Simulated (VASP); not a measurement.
A run of VASP 6.6.1 is set up as follows.

Contents of INCAR:

```
  PREC = Accurate
  ENCUT = 520
  EDIFF = 1E-7
  ISMEAR = 0
  SIGMA = 0.05
  LREAL = F
  LASPH = T
  NELM = 80
  ALGO = Normal
  ISIF = 2
  LWAVE = F
  LCHARG = T
  GGA = PS
  LELF = T
  LVHAR = T
  NBANDS = 20
```

KPOINTS

```
regular mesh
0
Gamma
  12 12 6
```

The input POSCAR:

```
SnSe2
1.0
    3.8712440859      0.0000000000      0.0000000000
   -1.9356220430      3.3525957226      0.0000000000
    0.0000000000      0.0000000000      5.9805767754
Sn Se
1 2
Direct
    0.0000000000      0.0000000000      0.0000000000
    0.3333333333      0.6666666667      0.2580716066
    0.6666666667      0.3333333333      0.7419283934
```

Potentials or basis: VASP PAW PBE potentials, release 64 (Sn_d, Se).

Run with:

```console
$ cat potpaw_PBE.64/Sn_d/POTCAR potpaw_PBE.64/Se/POTCAR > POTCAR
$ mpirun -np 1 vasp_std > vasp.out
```

What does it give for the pressure?

0.1 GPa.

What does it give for the largest force?

0.245 eV/Å.

What does it give for the band gap on the k mesh?

0.35 eV, indirect (least direct gap 0.54 eV).

Forces in eV/Å, atoms in the order of the input:
```
Sn   0.000  0.000  0.000
Se   0.000  0.000  0.245
Se   0.000  0.000 -0.245
```

Caveat: the PAW data sets were made with another functional, which shifts forces and pressure a little; spin-orbit coupling is left out, which moves the levels of the heavy elements; this functional lacks dispersion, which binds the layers, so the pressure and a relaxed spacing across them are unreliable. A k mesh can miss the band edges.
